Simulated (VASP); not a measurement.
Input of a VASP 6.6.1 run:

The input INCAR:

```
  PREC = Accurate
  ENCUT = 600
  EDIFF = 1E-6
  ISMEAR = 0
  SIGMA = 0.1
  LREAL = F
  LASPH = T
  NELM = 60
  ALGO = Normal
  ISIF = 3
  LWAVE = F
  LCHARG = F
  GGA = PE
  IBRION = 2
  NSW = 90
  EDIFFG = -0.0325
```

KPOINTS

```
Automatic mesh
0
Gamma
  12 12 6
```

The input POSCAR:

```
BeH
1.0
    2.2601756489      0.0000000000      0.0000000000
   -1.1300878244      1.9573695290      0.0000000000
    0.0000000000      0.0000000000      3.5731252969
Be H
2 2
Direct
    0.3333333333      0.6666666667      0.2500000000
    0.6666666667      0.3333333333      0.7500000000
    0.6666666667      0.3333333333      0.2500000000
    0.3333333333      0.6666666667      0.7500000000
```

Potentials or basis: VASP PAW PBE potentials, release 64 (Be, H).

Run with:

```sh
$ cat potpaw_PBE.64/Be/POTCAR potpaw_PBE.64/H/POTCAR > POTCAR
$ mpirun -np 1 vasp_std > vasp.out
```

Task: Estimate the relaxed cell.

Result: a = 2.729 Å, b = 2.729 Å, c = 3.811 Å, α = 90.00°, β = 90.00°, γ = 120.00°.

Task: Predict the relaxed volume.

Result: 6.15 Å³/atom.

Task: What does it give for the space group after relaxing (to 0.1 Å)?

Result: P6_3/mmc (No. 194).

Step by step:
| step | energy change (eV) | largest force (eV/Å) | pressure (GPa) | volume (Å³) |
| --- | --- | --- | --- | --- |
| 1 | 0.0000 | 0.0000 | 90.57 | 15.81 |
| 2 | -1.8548 | 0.0000 | 16.81 | 21.45 |
| 3 | -2.0103 | 0.0000 | 4.32 | 23.61 |
| 4 | -2.0267 | 0.0000 | 0.25 | 24.56 |
| 5 | -2.0270 | 0.0000 | -0.50 | 24.76 |
| 6 | -2.0278 | 0.0000 | -0.37 | 24.71 |
| 7 | -2.0287 | 0.0000 | -0.03 | 24.58 |

Caveat: the volume moved by over 15 % at a fixed basis, so the end points are rough. Zero-point motion and thermal expansion aren't in these numbers.
